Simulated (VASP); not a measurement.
Runs of VASP 6.6.1 on LiH. The structure is that of space group Fm-3m (No. 225), or close to it. The cells are those of the table. 

```csv
task,cell,cutoff (eV),gap on the mesh (eV)
single point,"a = 2.832 Å, angles 60.0°, 2 atoms",520,(b)
single point,"a = 2.744 Å, angles 60.0°, 2 atoms",520,3.52
relaxation of cell and atoms,"relaxed from a = 2.880 Å, angles 60.0°, 2 atoms",600,3.57
single point,"a = 2.923 Å, angles 60.0°, 2 atoms",520,3.63
single point,"a = 2.860 Å, angles 60.0°, 2 atoms",520,3.60
single point,"a = 2.887 Å, angles 60.0°, 2 atoms",520,(a)
single point,"a = 2.774 Å, angles 60.0°, 2 atoms",520,3.54
```

Alike in all rows: level r2SCAN; potentials or basis VASP PAW PBE potentials, release 64 (Li_sv, H); no spin polarisation; k mesh 10 × 10 × 10; smearing gaussian 0.02 eV.

Question: Fill in the values left out.

Answer: (a) 3.61; (b) 3.58.

A k mesh can miss the band edges.
